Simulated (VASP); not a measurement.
A run of VASP 6.6.1 is set up as follows.

The input POSCAR:

```
ZnH4C4O4
1.0
    3.8454720000      3.0339430000      0.0000000000
    3.8454720000     -3.0339430000      0.0000000000
    2.0128680000      0.0000000000     -6.0123410000
Zn O C H
1 4 4 4
Direct
    0.9956000000      0.0044000000      0.0000000000
    0.8061000000      0.2007000000      0.7488000000
    0.7993000000      0.1939000000      0.2512000000
    0.4096000000      0.0128000000      0.9029000000
    0.9872000000      0.5904000000      0.0971000000
    0.3920000000      0.4140000000      0.5863000000
    0.5860000000      0.6080000000      0.4137000000
    0.5435000000      0.1941000000      0.7576000000
    0.8059000000      0.4565000000      0.2424000000
    0.2310000000      0.5380000000      0.6679000000
    0.4620000000      0.7690000000      0.3321000000
    0.2995410000      0.3019580000      0.5017400000
    0.6980420000      0.7004590000      0.4982600000
```

Contents of INCAR.step1:

```
PREC     = Accurate       # precision mode
ENCUT    = 520            # plane-wave cutoff, eV
ISMEAR   = -1             # smearing method
SIGMA    = 0.1            # smearing width, eV
LREAL    = F              # projectors in reciprocal space
LASPH    = T              # aspherical terms in the spheres
NELM     = 60             # most SCF steps
NBANDS   = 40             # bands
GGA      = PE             # functional
ALGO     = Normal         # electronic algorithm
EDIFF    = 1E-4           # SCF threshold, eV
LWAVE    = T              # write WAVECAR
LCHARG   = F              # write CHGCAR
```

File INCAR.step2:

```
PREC     = Accurate       # precision mode
ENCUT    = 520            # plane-wave cutoff, eV
EDIFF    = 1E-6           # SCF threshold, eV
ISMEAR   = -1             # smearing method
SIGMA    = 0.1            # smearing width, eV
LREAL    = F              # projectors in reciprocal space
LASPH    = T              # aspherical terms in the spheres
NELM     = 60             # most SCF steps
ALGO     = Normal         # electronic algorithm
ISIF     = 2              # what is computed and relaxed
LWAVE    = F              # write WAVECAR
LCHARG   = T              # write CHGCAR
METAGGA  = R2SCAN         # meta-GGA
LMIXTAU  = T            
LELF     = T              # ELF
LVHAR    = T            
NBANDS   = 40             # bands
ISTART   = 1
```

KPOINTS

```
regular mesh
0
Gamma
  4 4 4
```

Potentials or basis: VASP PAW PBE potentials, release 64 (Zn, O, C, H).

Launch:

```bash
$ cat potpaw_PBE.64/Zn/POTCAR potpaw_PBE.64/O/POTCAR potpaw_PBE.64/C/POTCAR potpaw_PBE.64/H/POTCAR > POTCAR
$ cp INCAR.step1 INCAR
$ mpirun -np 1 vasp_std > vasp.out
$ cp INCAR.step2 INCAR
$ mpirun -np 1 vasp_std > vasp.out
```

**Question.** Predict the largest force.

**Answer.** 4.638 eV/Å.

**Question.** What does it give for the band gap on the k mesh?

**Answer.** 5.54 eV (least direct gap 5.73 eV).

**Question.** What does it give for the pressure?

**Answer.** 0.1 GPa.

Forces on the atoms (eV/Å):
```
Zn   0.000 -0.022  0.000
O   -0.570 -0.333 -0.265
O    0.570 -0.333  0.265
O    0.215 -0.127  0.162
O   -0.215 -0.127 -0.162
C    0.656  4.033  2.194
C   -0.656  4.033 -2.194
C    0.217  0.084  0.229
C   -0.217  0.084 -0.229
H   -0.017 -3.714 -2.252
H    0.017 -3.714  2.252
H   -0.264  0.068  0.005
H    0.264  0.068 -0.005
```

Caveat: the PAW data sets were made with another functional, which shifts forces and pressure a little. A k mesh can miss the band edges.
